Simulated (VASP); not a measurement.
A run of VASP 6.6.1:

File INCAR:

```
SYSTEM = ScAl3
PREC     = Accurate       ! precision mode
ENCUT    = 400            ! plane-wave cutoff, eV
EDIFF    = 1E-6           ! SCF threshold, eV
ISMEAR   = -1             ! smearing method
SIGMA    = 0.05           ! smearing width, eV
LREAL    = Auto         
LASPH    = .True.         ! aspherical terms in the spheres
NELM     = 120            ! most SCF steps
ALGO     = Normal         ! electronic algorithm
ISIF     = 2              ! what is computed and relaxed
LWAVE    = .False.        ! write WAVECAR
LCHARG   = .False.        ! write CHGCAR
GGA      = PE             ! functional
ISYM     = -1           
NBANDS   = 54             ! bands
GGA_COMPAT= .False.
```

KPOINTS

```
explicit points
1
Reciprocal
  0.25000000   0.25000000   0.25000000 1
```

Contents of POSCAR:

```
ScAl3
1.0
    7.0248240000      0.2007760000     -0.0094590000
    0.2007760000      6.6358760000      0.3234210000
   -0.0094590000      0.3234210000      6.6710660000
Sc Al
4 12
Direct
    0.4240567602      0.2301595665      0.5140737201
    0.7877035048      0.4445222581      0.2271789927
    0.7528222200      0.9956293127      0.7302114111
    0.4386561179      0.7263053869      1.0047272555
    0.2358503264      0.5009104172      0.7975286049
    0.9651669784      0.6856267582      0.4687125600
    0.1852081970      0.4164155195      0.1741441863
    0.9937733761      0.1902729170      0.9391371402
    0.4893573937      0.2261042848      0.0291656472
    1.0191708515      0.2742753363      0.5343865484
    0.0080193714      0.7865723975      0.0495329868
    0.7253309118      0.4493880706      0.7063469865
    0.7115292652      0.9649051526      0.2158426803
    0.1647363634      0.9030340782      0.7028786789
    0.4883246571      0.7218534617      0.5338430911
    0.2326659370     -0.0008867588      0.3097810130
```

Potentials or basis: VASP PAW PBE potentials, release 64 (Sc_sv, Al).

Run with:

```sh
$ cat potpaw_PBE.64/Sc_sv/POTCAR potpaw_PBE.64/Al/POTCAR > POTCAR
$ mpirun -np 1 vasp_std > vasp.out
```

Hardware: 1 thread of AMD EPYC 7R13 Processor (Zen 3) (shared host).

Problem. Estimate the wall time of this run.

Solution. Wall time 39 s on 1 thread of AMD EPYC 7R13 Processor (Zen 3), on a shared host, peak memory 0.27 GiB. Counts: scf iterations 16, k points 1.
